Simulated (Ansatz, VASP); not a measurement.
# Two plane-wave programs on As

INCAR

```
SYSTEM = As
  PREC = Accurate
  ENCUT = 500
  EDIFF = 1E-6
  ISMEAR = 0
  SIGMA = 0.1
  LREAL = .FALSE.
  LASPH = .TRUE.
  NELM = 120
  ALGO = Normal
  ISIF = 2
  LWAVE = .FALSE.
  LCHARG = .FALSE.
  GGA = CA
  NBANDS = 12
  GGA_COMPAT = .FALSE.
```

Contents of KPOINTS:

```
Automatic mesh
0
G
  10 10 10
  0 0 0
```

Contents of POSCAR:

```
As
1.0
    1.8799878575      1.0854114956      3.3276505507
   -1.8799878575      1.0854114956      3.3276505507
    0.0000000000     -2.1708229912      3.3276505507
As
2
Direct
    0.7695128170      0.7695128170      0.7695128170
    0.2304871830      0.2304871830      0.2304871830
```

Input for Ansatz:

```yaml
crystal:
  lattice:
    - [1.8799878575, 1.0854114956, 3.3276505507]
    - [-1.8799878575, 1.0854114956, 3.3276505507]
    - [0.0, -2.1708229912, 3.3276505507]
  atoms:
    - { symbol: As, position: [0.769512817, 0.769512817, 0.769512817] }
    - { symbol: As, position: [0.230487183, 0.230487183, 0.230487183] }
hamiltonian:
  xc: lda
  pseudopotentials:
    kind: paw
    azcp:
      As: "pseudopotentials/As.paw.azcp"
basis:
  ecutwfc: 420
  fft_grid_basis: typed
kpoints:
  mp_grid: { grid: [10, 10, 10], shift: [0, 0, 0] }
magnetization:
  spin_polarized: false
scf:
  occupations: { method: gaussian, width: 0.1 }
  lower_state_search: "off"
output:
  stress: true
```

Alike in both runs: task single point; functional LDA; k mesh 10 × 10 × 10; occupations gaussian, width 0.1 eV; no spin polarisation.

|  | VASP | Ansatz |
| --- | --- | --- |
| version | VASP 6.6.1 | Ansatz 0.2.0 |
| potentials or method | VASP PAW LDA potentials, release 64 (As), cutoff 500 eV | plane waves (420 eV) with PAW, scalar-relativistic |
| valence electrons in the cell | 10 | 30 |

```csv
,VASP,Ansatz,Ansatz less VASP
pressure (GPa),0.5,0.0,-0.45
"traceless stress, the component that is largest in VASP (GPa)",-0.20,-0.09,+0.118
```

Ansatz warns that its potentials were made for another functional, while VASP's fit it. LDA's correlation is that of Perdew and Zunger in VASP and of Perdew and Wang (1992) in Ansatz. VASP's potentials hold 10 valence electrons a cell and Ansatz's 30, so a difference there can come from the potentials and not from the codes.
